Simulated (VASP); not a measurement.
# Al2Au (Fm-3m) in VASP: further runs

Al2Au is run at these levels: PBEsol; tasks: relaxation of cell and atoms.

Program: VASP 6.6.1. These are calculated values, not measurements. Logs are shortened: lines on timing, memory, paths and dates and some standing lists are left out, and cuts for length are marked.

## 1. The cell of the first run

The structure is cubic, space group Fm-3m (No. 225). The conventional cell has a = 6.000 Å, b = 6.000 Å, c = 6.000 Å, α = 90.00°, β = 90.00°, γ = 90.00°. Within 3.4 Å of Au (site symmetry m-3m) lie 8 Al at 2.60 Å. Within 3.4 Å of Al (site symmetry -43m) lie 4 Au at 2.60 Å and 6 Al at 3.00 Å.

## 2. Relaxation of cell and atoms, PBEsol, target pressure 10 GPa, at which the enthalpy is minimised

INCAR

```
ALGO = Normal
EDIFF = 1E-7
EDIFFG = -0.005
ENCUT = 600
GGA = PS
IBRION = 2
ISIF = 3
ISMEAR = -1
LASPH = T
LCHARG = F
LREAL = F
LWAVE = F
NELM = 80
NSW = 80
PREC = Accurate
PSTRESS = 100.0
SIGMA = 0.05
```

KPOINTS

```
k-points
0
Gamma
  8 8 8
```

POSCAR

```
Al2Au
1.0
    0.0000000000      3.0000000000      3.0000000000
    3.0000000000      0.0000000000      3.0000000000
    3.0000000000      3.0000000000      0.0000000000
Au Al
1 2
Direct
    0.0000000000      0.0000000000      0.0000000000
    0.7500000000      0.7500000000      0.7500000000
    0.2500000000      0.2500000000      0.2500000000
```

Potentials or basis: VASP PAW PBE potentials, release 64 (Au, Al).

The run is started by

```sh
$ cat potpaw_PBE.64/Au/POTCAR potpaw_PBE.64/Al/POTCAR > POTCAR
$ mpirun -np 1 vasp_std > vasp.out
```

OUTCAR:

```text
EDIFF = 1E-7
   EDIFFG = -0.005
   ENCUT = 600
   GGA = PS
   IBRION = 2
   ISIF = 3
   ISMEAR = -1
   LASPH = T
   LREAL = F
   NELM = 80
   NSW = 80
   PREC = Accurate
   PSTRESS = 100.0

 ion  position               nearest neighbor table
   1  0.000  0.000  0.000-   2 2.60   2 2.60   2 2.60   2 2.60   3 2.60   3 2.60   3 2.60   3 2.60

   2  0.750  0.750  0.750-   1 2.60   1 2.60   1 2.60   1 2.60   3 3.00   3 3.00   3 3.00   3 3.00
                             3 3.00   3 3.00
   3  0.250  0.250  0.250-   1 2.60   1 2.60   1 2.60   1 2.60   2 3.00   2 3.00   2 3.00   2 3.00
                             2 3.00   2 3.00

  LATTYP: Found a face centered cubic cell.
 ALAT       =     6.0000000000

  Lattice vectors:

 A1 = (   0.0000000000,   3.0000000000,   3.0000000000)
 A2 = (   3.0000000000,   0.0000000000,   3.0000000000)
 A3 = (   3.0000000000,   3.0000000000,   0.0000000000)

Analysis of symmetry for initial positions (statically):
=====================================================================
 Subroutine PRICEL returns:
 Original cell was already a primitive cell.

 Routine SETGRP: Setting up the symmetry group for a
 face centered cubic supercell.

 Subroutine GETGRP returns: Found 48 space group operations
 (whereof 48 operations were pure point group operations)
 out of a pool of 48 trial point group operations.

The static configuration has the point symmetry O_h .

Analysis of symmetry for dynamics (positions and initial velocities):
=====================================================================
 Subroutine PRICEL returns:
 Original cell was already a primitive cell.

 Routine SETGRP: Setting up the symmetry group for a
 face centered cubic supercell.

 Subroutine GETGRP returns: Found 48 space group operations
 (whereof 48 operations were pure point group operations)
 out of a pool of 48 trial point group operations.

The dynamic configuration has the point symmetry O_h .

 Subroutine INISYM returns: Found 48 space group operations
 (whereof 48 operations are pure point group operations),
 and found     1 'primitive' translations

----------------------------------------------------------------------------------------

                                     Primitive cell

  volume of cell :      54.0000

  direct lattice vectors                    reciprocal lattice vectors
[... 100 lines left out ...]
   NELECT =      17.0000    total number of electrons
   NUPDOWN=      -1.0000    fix difference up-down
   EMIN   =  10.00;   EMAX   =-10.00  energy-range for DOS
   EFERMI =   0.00;   METHOD = LEGACY
   ISMEAR =    -1;   SIGMA  =   0.05  broadening in eV -4-tet -1-fermi 0-gaus
   EFERMI_NEDOS =   21; number of points for ismear=-14 and -15
   IALGO  =     38    algorithm
   IMIX   =      4    mixing-type and parameters
     AMIX     =   0.40;   BMIX     =  1.00
     AMIX_MAG =   1.60;   BMIX_MAG =  1.00
  volume/ion in A,a.u.               =      18.00       121.47
  Fermi-wavevector in a.u.,A,eV,Ry     =   1.113679  2.104547 16.875035  1.240280
  Thomas-Fermi vector in A             =   2.250266
   LORBIT       =      0    0 simple, 1 ext, 2 COOP (PROOUT), +10 PAW based schemes
   GGA     = PS    functional components
   LHFCALC =     F    Hartree Fock is set to
   AEXX    =    0.0000 exact exchange contribution
   IVDW    =     0    specifies the selected vdW correction
   LEPSILON=     F    determine dielectric tensor
   LRPA    =     F    only Hartree local field effects (RPA)
 conjugate gradient relaxation of ions
 non-spin polarized calculation
  energy-cutoff  :      600.00
  volume of cell :       54.00
 maximum number of plane-waves:      1826
 NGX is ok and might be reduce to    36
   NGX = 17   NGY = 17   NGZ = 17

--------------------------------------- Ionic step        1  -------------------------------------------

 number of electron      17.0000001 magnetization

 Free energy of the ion-electron system (eV)
  ---------------------------------------------------
  ext. energy  EPLUGINS =         0.00000000
  ---------------------------------------------------
  free energy    TOTEN  =       -13.48721196 eV

  energy without entropy =      -13.47866303  energy(sigma->0) =      -13.48293750

------------------------ aborting loop because EDIFF is reached ----------------------------------------

  FORCE on cell =-STRESS in cart. coord.  units (eV):
  Direction    XX          YY          ZZ          XY          YZ          ZX
  --------------------------------------------------------------------------------------
  -------------------------------------------------------------------------------------
  Total       -0.0257920     -0.0257920     -0.0257920      0.0000000      0.0000000     -0.0000000
  in kB       -0.7652471     -0.7652471     -0.7652471      0.0000000      0.0000000     -0.0000000
  external PRESSURE =    -100.7652471 kB  Pullay stress =     100.0000000 kB
[... 104 lines left out ...]
--------------------------------------- Ionic step        4  -------------------------------------------

 number of electron      16.9999999 magnetization

 Free energy of the ion-electron system (eV)
  ---------------------------------------------------
  ext. energy  EPLUGINS =         0.00000000
  ---------------------------------------------------
  free energy    TOTEN  =       -13.37739636 eV

  energy without entropy =      -13.37161804  energy(sigma->0) =      -13.37450720

 E-fermi :   8.6046     XC(G=0): -10.9633

 val. band max:        8.4642569089   @ k =   0.3750   0.1250   0.0000
 cond. band min:       8.6473971727   @ k =  -0.1250   0.1250   0.0000
 fundamental gap:      0.1831402638
 Fermi energy:         8.6045612862

 k-point     1 :       0.0000    0.0000    0.0000
  band No.  band energies     occupation
      1      -2.5472      2.00000
      2       1.5390      2.00000
      3       1.5390      2.00000
      4       1.5390      2.00000
      5       2.5796      2.00000
      6       2.5796      2.00000
      7      11.3826      0.00000
      8      11.5129      0.00000
      9      11.5129      0.00000
     10      11.5129      0.00000
     11      12.8431      0.00000
     12      12.8431      0.00000
[... 331 lines left out ...]
 k-point    24 :      -0.3750    0.2500    0.1250
  band No.  band energies     occupation
      1       0.1553      2.00000
      2       1.3184      2.00000
      3       1.8912      2.00000
      4       2.0597      2.00000
      5       2.5174      2.00000
      6       2.8033      2.00000
      7       3.4098      2.00000
      8       6.4438      2.00000
      9       7.6827      2.00000
     10      11.6455      0.00000
     11      12.7751      0.00000
     12      14.7351      0.00000

 [... further k-points ...]
[... 5 lines left out ...]
  --------------------------------------------------------------------------------------
  -------------------------------------------------------------------------------------
  Total        3.1242922      3.1242922      3.1242922     -0.0000000     -0.0000000      0.0000000
  in kB       99.7829024     99.7829024     99.7829024     -0.0000000     -0.0000000      0.0000000
  external PRESSURE =      -0.2170976 kB  Pullay stress =     100.0000000 kB
[... 22 lines left out ...]
  energy  without entropy=      -13.3716180422  energy(sigma->0) =      -13.37450720

  enthalpy is  TOTEN    =       -10.2463065943 eV   P V=        3.1310897626

 reached required accuracy - stopping structural energy minimisation
```

OSZICAR:

```text
N       E                     dE             d eps       ncg     rms          rms(c)
DAV:   1     0.689890283885E+02    0.68989E+02   -0.77812E+03   712   0.133E+03
DAV:   2    -0.124971693981E+02   -0.81486E+02   -0.74835E+02   780   0.219E+02
DAV:   3    -0.148595910912E+02   -0.23624E+01   -0.23183E+01   856   0.363E+01
[... 35 lines left out ...]
DAV:   1    -0.133777656188E+02    0.41425E-02   -0.53650E-03   768   0.850E-01    0.121E-01
DAV:   2    -0.133774028659E+02    0.36275E-03   -0.14565E-03   772   0.475E-01    0.360E-02
DAV:   3    -0.133773982513E+02    0.46146E-05   -0.29940E-05   736   0.559E-02    0.202E-02
DAV:   4    -0.133773963247E+02    0.19266E-05   -0.83598E-06   736   0.177E-02    0.362E-03
DAV:   5    -0.133773963569E+02   -0.32227E-07   -0.96081E-07   764   0.118E-02
   4 F= -.10246307E+02 E0= -.10243417E+02  d E =-.129508E+00
```

CONTCAR:

```text
Al2Au
   1.00000000000000
     0.0000000000000000    2.9272424979845870    2.9272424979845870
     2.9272424979845870    0.0000000000000000    2.9272424979845870
     2.9272424979845870    2.9272424979845870   -0.0000000000000000
  Au              Al
     1     2
Direct
     1.0000000000000000    1.0000000000000000    0.0000000000000000
     0.7500000000000000    0.7500000000000000    0.7500000000000000
     0.2500000000000000    0.2500000000000000    0.2500000000000000

  0.00000000E+00  0.00000000E+00  0.00000000E+00
  0.00000000E+00  0.00000000E+00  0.00000000E+00
  0.00000000E+00  0.00000000E+00  0.00000000E+00
```

Wall time 88 s (1 thread of Intel Xeon Platinum 8488C (Sapphire Rapids), shared host); peak memory 0.22 GiB.

Results:

```yaml
Free_energy: -13.3774 eV
Relaxed_volume: 16.72 Å³/atom
Relaxed_cell: a = 4.140 Å, b = 4.140 Å, c = 4.140 Å, α = 60.00°, β = 60.00°, γ = 60.00°
Space_group_after_relaxing_to_0.05_Å: Fm-3m (No. 225)
Energy_change_on_relaxing_the_enthalpy_is_what_falls: +36.6 meV/atom
Ionic_steps: 4
Pressure_after_relaxing: 10.0 GPa
```

Step by step:
| step | energy change (eV) | largest force (eV/Å) | pressure (GPa) | volume (Å³) |
| --- | --- | --- | --- | --- |
| 1 | 0.0000 | 0.0000 | -0.08 | 54.00 |
| 2 | 0.6354 | 0.0000 | 28.62 | 45.63 |
| 3 | 0.1053 | 0.0000 | 9.74 | 50.24 |
| 4 | 0.1098 | 0.0000 | 9.98 | 50.17 |

Final structure:
```yaml
crystal:
  lattice:
    - [0.00000, 2.92724, 2.92724]
    - [2.92724, 0.00000, 2.92724]
    - [2.92724, 2.92724, 0.00000]
  atoms:
    - { symbol: Au, position: [0.00000, 0.00000, 0.00000] }
    - { symbol: Al, position: [0.75000, 0.75000, 0.75000] }
    - { symbol: Al, position: [0.25000, 0.25000, 0.25000] }
```

Caveat: the cell is relaxed towards a set pressure, so the enthalpy falls and the energy may rise; the PAW data sets were made with another functional, which shifts forces and pressure a little; spin-orbit coupling is left out, which moves the levels of the heavy elements.

## 3. Relaxation of cell and atoms, PBEsol, target pressure 20 GPa, at which the enthalpy is minimised

INCAR

```
PREC = Accurate
ENCUT = 600
EDIFF = 1E-6
ISMEAR = -1
SIGMA = 0.05
LREAL = False
LASPH = True
NELM = 80
ALGO = Normal
ISIF = 3
LWAVE = False
LCHARG = False
GGA = PS
IBRION = 2
NSW = 80
EDIFFG = -0.005
PSTRESS = 200.0
```

KPOINTS

```
regular mesh
0
Gamma
  8 8 8
```

POSCAR is that of step 2.

Potentials or basis: VASP PAW PBE potentials, release 64 (Au, Al).

The run is started by

```sh
$ cat potpaw_PBE.64/Au/POTCAR potpaw_PBE.64/Al/POTCAR > POTCAR
$ mpirun -np 1 vasp_std > vasp.out
```

OUTCAR:

```text
PREC = Accurate
   ENCUT = 600
   EDIFF = 1E-6
   ISMEAR = -1
   LREAL = False
   LASPH = True
   NELM = 80
   ISIF = 3
   GGA = PS
   IBRION = 2
   NSW = 80
   EDIFFG = -0.005
   PSTRESS = 200.0

 ion  position               nearest neighbor table
   1  0.000  0.000  0.000-   2 2.60   2 2.60   2 2.60   2 2.60   3 2.60   3 2.60   3 2.60   3 2.60

   2  0.750  0.750  0.750-   1 2.60   1 2.60   1 2.60   1 2.60   3 3.00   3 3.00   3 3.00   3 3.00
                             3 3.00   3 3.00
   3  0.250  0.250  0.250-   1 2.60   1 2.60   1 2.60   1 2.60   2 3.00   2 3.00   2 3.00   2 3.00
                             2 3.00   2 3.00

  LATTYP: Found a face centered cubic cell.
 ALAT       =     6.0000000000

  Lattice vectors:

 A1 = (   0.0000000000,   3.0000000000,   3.0000000000)
 A2 = (   3.0000000000,   0.0000000000,   3.0000000000)
 A3 = (   3.0000000000,   3.0000000000,   0.0000000000)

Analysis of symmetry for initial positions (statically):
[... 228 lines left out ...]
      3       3.5593      2.00000
      4       3.5593      2.00000
      5       4.8974      2.00000
      6       4.8974      2.00000
      7      15.3582      0.00000
      8      15.3582      0.00000
      9      15.3582      0.00000
     10      17.4498      0.00000
     11      18.2144      0.00000
     12      18.2144      0.00000
[... 539 lines left out ...]
--------------------------------------- Ionic step        7  -------------------------------------------

 number of electron      17.0000001 magnetization

 Free energy of the ion-electron system (eV)
  ---------------------------------------------------
  ext. energy  EPLUGINS =         0.00000000
  ---------------------------------------------------
  free energy    TOTEN  =       -13.12866182 eV

  energy without entropy =      -13.12390528  energy(sigma->0) =      -13.12628355

 E-fermi :   9.3479     XC(G=0): -11.2122

 val. band max:        9.1388681490   @ k =   0.3750   0.1250   0.0000
 cond. band min:       9.3965582309   @ k =   0.3750   0.1250   0.0000
 fundamental gap:      0.2576900819
 Fermi energy:         9.3478987376

 k-point     1 :       0.0000    0.0000    0.0000
  band No.  band energies     occupation
      1      -2.2780      2.00000
      2       1.9074      2.00000
      3       1.9074      2.00000
      4       1.9074      2.00000
      5       3.0091      2.00000
      6       3.0091      2.00000
      7      12.2278      0.00000
      8      12.2278      0.00000
      9      12.2278      0.00000
     10      12.5104      0.00000
     11      13.8260      0.00000
     12      13.8260      0.00000
[... 379 lines left out ...]
  energy  without entropy=      -13.1239052831  energy(sigma->0) =      -13.12628355

  enthalpy is  TOTEN    =        -7.2039421419 eV   P V=        5.9247196786

 reached required accuracy - stopping structural energy minimisation
```

OSZICAR:

```text
N       E                     dE             d eps       ncg     rms          rms(c)
DAV:   1     0.689890283885E+02    0.68989E+02   -0.77812E+03   712   0.133E+03
DAV:   2    -0.124971693981E+02   -0.81486E+02   -0.74835E+02   780   0.219E+02
DAV:   3    -0.148595910912E+02   -0.23624E+01   -0.23183E+01   856   0.363E+01
[... 56 lines left out ...]
DAV:   1    -0.131289224356E+02    0.70903E-02   -0.38139E-03   768   0.721E-01    0.989E-02
DAV:   2    -0.131286659048E+02    0.25653E-03   -0.99378E-04   756   0.396E-01    0.289E-02
DAV:   3    -0.131286629762E+02    0.29286E-05   -0.19949E-05   748   0.441E-02    0.169E-02
DAV:   4    -0.131286617593E+02    0.12169E-05   -0.55024E-06   720   0.144E-02    0.314E-03
DAV:   5    -0.131286618204E+02   -0.61110E-07   -0.58782E-07   352   0.964E-03
   7 F= -.72039421E+01 E0= -.72015639E+01  d E =-.148750E-04
```

CONTCAR:

```text
Al2Au
   1.00000000000000
    -0.0000000000000000    2.8736870179162892    2.8736870179162892
     2.8736870179162892   -0.0000000000000000    2.8736870179162892
     2.8736870179162892    2.8736870179162892   -0.0000000000000000
  Au              Al
     1     2
Direct
     0.0000000000000000    0.0000000000000000    0.0000000000000000
     0.7500000000000000    0.7500000000000000    0.7500000000000000
     0.2500000000000000    0.2500000000000000    0.2500000000000000

  0.00000000E+00  0.00000000E+00  0.00000000E+00
  0.00000000E+00  0.00000000E+00  0.00000000E+00
  0.00000000E+00  0.00000000E+00  0.00000000E+00
```

Run time: 2.1 min. Hardware: 1 thread of Intel Xeon Platinum 8488C (Sapphire Rapids), shared host; peak memory 0.22 GiB.

Results:

* Free energy: -13.1287 eV
* Relaxed volume: 15.82 Å³/atom
* Relaxed cell: a = 4.064 Å, b = 4.064 Å, c = 4.064 Å, α = 60.00°, β = 60.00°, γ = 60.00°
* Space group after relaxing (to 0.05 Å): Fm-3m (No. 225)
* Energy change on relaxing (the enthalpy is what falls): +119.5 meV/atom
* Ionic steps: 7
* Pressure after relaxing: 20.0 GPa

Step by step:
```csv
step,energy change (eV),largest force (eV/Å),pressure (GPa),volume (Å³)
1,0.0000,0.0000,-0.07,54.00
2,3.1305,0.0000,87.15,38.22
3,0.3102,0.0000,18.31,47.87
4,0.3477,0.0000,19.62,47.55
5,0.3630,0.0000,20.16,47.43
6,0.3512,0.0000,19.73,47.52
7,0.3586,0.0000,20.00,47.46
```

Final structure:
```
Au Al
1.0
     0.00000    2.87369    2.87369
     2.87369    0.00000    2.87369
     2.87369    2.87369    0.00000
Au Al
1 2
Direct
  0.00000 0.00000 0.00000
  0.75000 0.75000 0.75000
  0.25000 0.25000 0.25000
```

Levels at points of the mesh, in eV from the Fermi level:
```csv
k point,band 5,band 6,band 7,band 8,band 9,band 10,band 11,band 12
"(0.00, 0.00, 0.00)",-6.34,-6.34,2.88,2.88,2.88,3.16,4.48,4.48
"(0.50, 0.00, 0.00)",-6.18,-6.18,-6.05,0.21,0.21,3.40,4.18,4.18
"(0.50, 0.50, 0.00)",-6.47,-5.94,-5.56,-2.50,-2.50,2.01,2.03,7.62
```

Caveat: the cell is relaxed towards a set pressure, so the enthalpy falls and the energy may rise; the PAW data sets were made with another functional, which shifts forces and pressure a little; spin-orbit coupling is left out, which moves the levels of the heavy elements.
